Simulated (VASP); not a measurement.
# Sn (I4/mmm) in VASP: notebook, part 3 of 3

VASP 6.6.1.

## 4. Single point, PBE-based screened hybrid with 25 % exact exchange

This run uses another cell than the first one, of 27.35 Å³/atom.

Input file POSCAR:

```
Sn
1.0
   -2.0291894110      2.0291894110      1.6607599896
    2.0291894110     -2.0291894110      1.6607599896
    2.0291894110      2.0291894110     -1.6607599896
Sn
1
Direct
    0.0000000000      0.0000000000      0.0000000000
```

Input file INCAR.step1:

```
SYSTEM = Sn
PREC = Accurate ; ENCUT = 520
EDIFF = 1E-5 ; ISMEAR = -1
SIGMA = 0.05 ; LREAL = .False.
LASPH = .True. ; NELM = 80
ALGO = Normal ; ISIF = 2
LWAVE = .True. ; LCHARG = .False.
NBANDS = 13 ; GGA = PE
```

Input file INCAR.step2:

```
SYSTEM = Sn
PREC = Accurate ; ENCUT = 520
EDIFF = 1E-6 ; ISMEAR = -1
SIGMA = 0.05 ; LREAL = .False.
LASPH = .True. ; NELM = 80
ALGO = Normal ; ISIF = 2
LWAVE = .False. ; LCHARG = .False.
GGA = PE ; LHFCALC = .True.
AEXX = 0.25 ; HFSCREEN = 0.3
PRECFOCK = Normal ; NBANDS = 13
ISTART = 1
```

Input file KPOINTS:

```
regular mesh
0
Gamma
  5 5 5
  0 0 0
```

Potentials or basis: VASP PAW PBE potentials, release 64 (Sn_d).

Command:

```
$ cat potpaw_PBE.64/Sn_d/POTCAR > POTCAR
$ cp INCAR.step1 INCAR
$ mpirun -np 1 vasp_std > vasp.out
$ cp INCAR.step2 INCAR
$ mpirun -np 1 vasp_std > vasp.out
```

OUTCAR:

```text
SYSTEM = Sn
   PREC = Accurate
   ENCUT = 520
   EDIFF = 1E-6
   ISMEAR = -1
   LREAL = .False.
   LASPH = .True.
   NELM = 80
   ISIF = 2
   GGA = PE
   LHFCALC = .True.
   AEXX = 0.25
   HFSCREEN = 0.3
   PRECFOCK = Normal
   ISTART = 1

 ion  position               nearest neighbor table
   1  0.000  0.000  0.000-

  LATTYP: Found a body centered tetragonal cell.
 ALAT       =     4.0583788220
 C/A-ratio  =     0.8184351745

  Lattice vectors:

 A1 = (  -2.0291894110,   2.0291894110,   1.6607599896)
 A2 = (   2.0291894110,  -2.0291894110,   1.6607599896)
 A3 = (   2.0291894110,   2.0291894110,  -1.6607599896)

Analysis of symmetry for initial positions (statically):
=====================================================================
 Subroutine PRICEL returns:
 Original cell was already a primitive cell.

 Routine SETGRP: Setting up the symmetry group for a
 body centered tetragonal supercell.

 Subroutine GETGRP returns: Found 16 space group operations
 (whereof 16 operations were pure point group operations)
 out of a pool of 16 trial point group operations.

The static configuration has the point symmetry D_4h.

Analysis of symmetry for dynamics (positions and initial velocities):
=====================================================================
 Subroutine PRICEL returns:
 Original cell was already a primitive cell.

 Routine SETGRP: Setting up the symmetry group for a
 body centered tetragonal supercell.

 Subroutine GETGRP returns: Found 16 space group operations
 (whereof 16 operations were pure point group operations)
 out of a pool of 16 trial point group operations.

The dynamic configuration has the point symmetry D_4h.

 Subroutine INISYM returns: Found 16 space group operations
 (whereof 16 operations are pure point group operations),
 and found     1 'primitive' translations

----------------------------------------------------------------------------------------

                                     Primitive cell

  volume of cell :      27.3534

  direct lattice vectors                    reciprocal lattice vectors
    -2.029189411  2.029189411  1.660759990     0.000000000  0.246403809  0.301066983
     2.029189411 -2.029189411  1.660759990     0.246403809  0.000000000  0.301066983
     2.029189411  2.029189411 -1.660759990     0.246403809  0.246403809  0.000000000

  length of vectors
     3.315621069  3.315621069  3.315621069     0.389045197  0.389045197  0.348467608

  position of ions in fractional coordinates (direct lattice)
     0.000000000  0.000000000  0.000000000

  ion indices of the primitive-cell ions
   primitive index   ion index
                 1           1

----------------------------------------------------------------------------------------

 KPOINTS: regular mesh

Automatic generation of k-mesh.
 Grid dimensions read from file:
 generate k-points for:    5    5    5

 Generating k-lattice:

[... 36 lines left out ...]
   k-points           NKPTS =     18   k-points in BZ     NKDIM =    125   number of bands    NBANDS=     13
   number of dos      NEDOS =    301   number of ions     NIONS =      1
   total plane-waves  NPLWV =  21952
   dimension x,y,z NGX =    28 NGY =   28 NGZ =   28
   dimension x,y,z NGXF=    56 NGYF=   56 NGZF=   56
   ions per type =               1
   NGX,Y,Z   is equivalent  to a cutoff of  14.04, 14.04, 14.04 a.u.
   NGXF,Y,Z  is equivalent  to a cutoff of  28.08, 28.08, 28.08 a.u.
 SYSTEM =  Sn
   PREC   = accura    normal or accurate (medium, high low for compatibility)
   ISTART =      1    job   : 0-new  1-cont  2-samecut
   ICHARG =      0    charge: 1-file 2-atom 10-const
   ISPIN  =      1    spin polarized calculation?
   LNONCOLLINEAR =      F non collinear calculations
   LSORBIT =      F    spin-orbit coupling
   LASPH  =      T    aspherical Exc in radial PAW
   ENCUT  =  520.0 eV  38.22 Ry    6.18 a.u.   6.16  6.16  6.16*2*pi/ulx,y,z
   NELM   =     80;   NELMIN=  2; NELMDL=  0     # of ELM steps
   EDIFF  = 0.1E-05   stopping-criterion for ELM
   LREAL  =      F    real-space projection
   EDIFFG = 0.1E-04   stopping-criterion for IOM
   NSW    =      0    number of steps for IOM
   IBRION =     -1    ionic relax: 0-MD 1-quasi-New 2-CG
   NFREE  =      0    steps in history (QN), initial steepest desc. (CG)
   ISIF   =      2    stress and relaxation
   ISYM   =      3    0-nonsym 1-usesym 2-fastsym
   POTIM  = 0.5000    time-step for ionic-motion
   TEBEG  =    0.0;   TEEND  =   0.0 temperature during run
   PSTRESS=    0.0 pullay stress
   NELECT =      14.0000    total number of electrons
   NUPDOWN=      -1.0000    fix difference up-down
   EMIN   =  10.00;   EMAX   =-10.00  energy-range for DOS
   EFERMI =   0.00;   METHOD = LEGACY
   ISMEAR =    -1;   SIGMA  =   0.05  broadening in eV -4-tet -1-fermi 0-gaus
   EFERMI_NEDOS =   21; number of points for ismear=-14 and -15
   IALGO  =     38    algorithm
   IMIX   =      1    mixing-type and parameters
     AMIX     =   0.40;   BMIX     =  1.00
     AMIX_MAG =   1.60;   BMIX_MAG =  1.00
  volume/ion in A,a.u.               =      27.35       184.59
  Fermi-wavevector in a.u.,A,eV,Ry     =   1.309524  2.474642 23.331997  1.714853
  Thomas-Fermi vector in A             =   2.440117
   LORBIT       =      0    0 simple, 1 ext, 2 COOP (PROOUT), +10 PAW based schemes
   GGA     = PE    functional components
   LHFCALC =     T    Hartree Fock is set to
   PRECFOCK=normal    Normal, Fast or Accurate (Low or Medium for compatibility)
   ENCUT4O =  -1.0   cutoff for four orbital integrals eV
   NKREDX  =     1    reduce k-point grid by
   NKREDY  =     1    reduce k-point grid by
   NKREDZ  =     1    reduce k-point grid by
   AEXX    =    0.2500 exact exchange contribution
   HFSCREEN=    0.3000 screening length (either q_TF or 0.3 A-1)
   HFSCREENC=   0.3000 screening length for correlation (either q_TF or 0.3 A-1)
   ENCUTFOCK=  -1.0 apply spherical cutoff to Coloumb kernel
   IVDW    =     0    specifies the selected vdW correction
   LEPSILON=     F    determine dielectric tensor
   LRPA    =     F    only Hartree local field effects (RPA)
 non-spin polarized calculation
  energy-cutoff  :      520.00
  volume of cell :       27.35
 maximum number of plane-waves:       754
 NGX is ok and might be reduce to    28
  NGX = 20; NGY = 20; NGZ = 20

 number of electron      14.0000001 magnetization

 Free energy of the ion-electron system (eV)
  ---------------------------------------------------
  ext. energy  EPLUGINS =         0.00000000
  ---------------------------------------------------
  free energy    TOTEN  =        -4.06211297 eV

  energy without entropy =       -4.04481457  energy(sigma->0) =       -4.05346377

 E-fermi :   7.6675     XC(G=0):  -8.6991

 val. band max:        7.6582752931   @ k =  -0.2000   0.4000   0.2000
 cond. band min:       7.6800365702   @ k =   0.4000   0.2000   0.0000
 fundamental gap:      0.0217612771
 Fermi energy:         7.6674631643

 k-point     1 :       0.0000    0.0000    0.0000
  band No.  band energies     occupation
      1     -15.7888      2.00000
      2     -15.7014      2.00000
      3     -15.7014      2.00000
      4     -15.6965      2.00000
      5     -15.5885      2.00000
      6      -4.2760      2.00000
      7      15.3084      0.00000
      8      15.3084      0.00000
      9      18.1048      0.00000
     10      18.7150      0.00000
     11      19.9232      0.00000
     12      21.2078      0.00000
     13      21.2078      0.00000
[... 258 lines left out ...]
  band No.  band energies     occupation
      1     -15.7447      2.00000
      2     -15.7376      2.00000
      3     -15.5905      2.00000
      4     -15.5905      2.00000
      5     -15.5560      2.00000
      6       4.3114      2.00000
      7       6.9107      2.00000
      8       6.9107      2.00000
      9       7.3415      1.99706
     10      11.6448      0.00000
     11      19.1737      0.00000
     12      25.3746      0.00000
     13      26.4114      0.00000

------------------------ aborting loop because EDIFF is reached ----------------------------------------

  FORCE on cell =-STRESS in cart. coord.  units (eV):
  Direction    XX          YY          ZZ          XY          YZ          ZX
  --------------------------------------------------------------------------------------
  -------------------------------------------------------------------------------------
  Total        0.1172186      0.1172186      0.0433690      0.0000000      0.0000000      0.0000000
  in kB        6.8658629      6.8658629      2.5402589      0.0000000      0.0000000      0.0000000
  external PRESSURE =       5.4239949 kB  Pullay stress =       0.0000000 kB

 VOLUME and BASIS-vectors are now :
 -----------------------------------------------------------------------------
  energy-cutoff  :      520.00
  volume of cell :       27.35
      direct lattice vectors                 reciprocal lattice vectors
    -2.029189411  2.029189411  1.660759990     0.000000000  0.246403809  0.301066983
     2.029189411 -2.029189411  1.660759990     0.246403809  0.000000000  0.301066983
     2.029189411  2.029189411 -1.660759990     0.246403809  0.246403809  0.000000000

 POSITION                                       TOTAL-FORCE (eV/Angst)
 -----------------------------------------------------------------------------------
      0.00000      0.00000      0.00000         0.000000     -0.000000      0.000000
 -----------------------------------------------------------------------------------
    total drift:                                0.000000      0.000000     -0.000000

  FREE ENERGIE OF THE ION-ELECTRON SYSTEM (eV)
  ---------------------------------------------------
  free  energy   TOTEN  =        -4.0621129712 eV

  energy  without entropy=       -4.0448145734  energy(sigma->0) =       -4.05346377
```

It took 20 min on 1 thread of Intel Xeon 8259CL, shared host; peak memory 0.26 GiB.

What came out:

```yaml
Free_energy: -4.0621 eV
Pressure: 0.5 GPa
Band_gap_on_the_k_mesh: zero (bands 7 and 8 overlap by 8.40 eV)
```

Levels at points of the mesh, in eV from the Fermi level:
| k point | band 3 | band 4 | band 5 | band 6 | band 7 | band 8 | band 9 | band 10 | band 11 | band 12 |
| --- | --- | --- | --- | --- | --- | --- | --- | --- | --- | --- |
| (0.00, 0.00, 0.00) | -23.37 | -23.36 | -23.26 | -11.94 | 7.64 | 7.64 | 10.44 | 11.05 | 12.26 | 13.54 |

Caveat: the k points lie up to 0.49 Å⁻¹ apart, too coarse for converged energies and pressures of a metal; the PAW data sets were made with another functional, which shifts forces and pressure a little; spin-orbit coupling is left out, which moves the levels of the heavy elements.

## 5. Single point, r2SCAN0

This run uses another cell than the first one, of 27.35 Å³/atom.

POSCAR is that of step 4.

Input file INCAR.step1:

```
PREC = Accurate ; ENCUT = 520
EDIFF = 1E-5 ; ISMEAR = -1
SIGMA = 0.05 ; LREAL = F
LASPH = T ; NELM = 100
ALGO = Normal ; ISIF = 2
LWAVE = T ; LCHARG = F
NBANDS = 13 ; GGA = PE
```

Input file INCAR.step2:

```
PREC = Accurate ; ENCUT = 520
EDIFF = 1E-7 ; ISMEAR = -1
SIGMA = 0.05 ; LREAL = F
LASPH = T ; NELM = 100
ALGO = Normal ; ISIF = 2
LWAVE = F ; LCHARG = F
METAGGA = R2SCAN ; LHFCALC = T
AEXX = 0.25 ; LMIXTAU = T
PRECFOCK = Normal ; NBANDS = 13
ISTART = 1
```

Input file KPOINTS:

```
Automatic mesh
0
Gamma
  5 5 5
```

Command:

```
$ cat potpaw_PBE.64/Sn_d/POTCAR > POTCAR
$ cp INCAR.step1 INCAR
$ mpirun -np 1 vasp_std > vasp.out
$ cp INCAR.step2 INCAR
$ mpirun -np 1 vasp_std > vasp.out
```

Wall time 24 min (1 thread of Intel Xeon 8259CL, shared host); peak memory 0.17 GiB.

Results (log left out):

```
Free energy            : -20.3153 eV
Pressure               : 0.4 GPa
Band gap on the k mesh : zero (bands 7 and 8 overlap by 9.70 eV)
```

Stress tensor (GPa, compression positive):
```
-1.06  0.00  0.00
 0.00 -1.06  0.00
 0.00  0.00  3.34
```

Levels at points of the mesh, in eV from the Fermi level:
| k point | band 4 | band 5 | band 6 | band 7 | band 8 | band 9 | band 10 | band 11 |
| --- | --- | --- | --- | --- | --- | --- | --- | --- |
| (0.00, 0.00, 0.00) | -24.53 | -24.42 | -13.16 | 8.32 | 8.32 | 11.30 | 11.76 | 13.31 |

Caveat: the k points lie up to 0.49 Å⁻¹ apart, too coarse for converged energies and pressures of a metal; the PAW data sets were made with another functional, which shifts forces and pressure a little; spin-orbit coupling is left out, which moves the levels of the heavy elements.

## 6. The runs side by side

```csv
level,spin,cell,k mesh,grid for exact exchange (PRECFOCK),share of exact exchange,screening parameter,gap on the mesh (eV),pressure (GPa)
HSE06,off,"a = 3.271 Å, angles 104.5, 104.5, 119.9°, 1 atom",6 × 6 × 6,Normal,0.25,0.2079 1/Å,none,2.2
PBEsol,"non-collinear, zero start, SOC","a = 3.316 Å, angles 104.5, 104.5, 119.9°, 1 atom",10 × 10 × 10,-,-,-,-,-2.0
PBE-based screened hybrid with 25 % exact exchange,off,"a = 3.316 Å, angles 104.5, 104.5, 119.9°, 1 atom",5 × 5 × 5,Normal,0.25,0.3 1/Å,none,0.5
r2SCAN0,off,"a = 3.316 Å, angles 104.5, 104.5, 119.9°, 1 atom",5 × 5 × 5,Normal,0.25,-,none,0.4
```

Alike in all rows: task single point; potentials or basis VASP PAW PBE potentials, release 64 (Sn_d); cutoff (eV) 520; smearing fermi-dirac 0.05 eV.

Caveats: some runs use coarse meshes; the PAW data sets were made with another functional, which shifts forces and pressure a little; spin-orbit coupling is left out, which moves the levels of the heavy elements (at least some runs).

Absolute energies hang on the potentials; compare differences alone.
